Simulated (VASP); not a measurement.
Runs of VASP 6.6.1 on Al. The structure is cubic, space group Fm-3m (No. 225). Conventional cell: a = 4.015 Å, b = 4.015 Å, c = 4.015 Å, α = 90.00°, β = 90.00°, γ = 90.00°. Al (site symmetry m-3m) has 12 Al at 2.84 Å within 3.7 Å. 

```tsv
level	grid for exact exchange (PRECFOCK)	screening parameter	gap on the mesh (eV)	pressure (GPa)
PBE	-	-	none	1.7
HSE06	Normal	0.2079 1/Å	none	0.8
r2SCAN	-	-	none	(a)
PBEsol	-	-	none	0.2
```

Alike in all rows: task single point; potentials or basis VASP PAW PBE potentials, release 64 (Al); no spin polarisation; cell as given; k mesh 11 × 11 × 11; cutoff (eV) 520; smearing fermi-dirac 0.05 eV.

Q: Fill in the values left out.

A: (a) -1.6.

Caveats: the PAW data sets were made with another functional, which shifts forces and pressure a little (some runs).

A gap of «none» marks levels without a gap at the run's occupations.
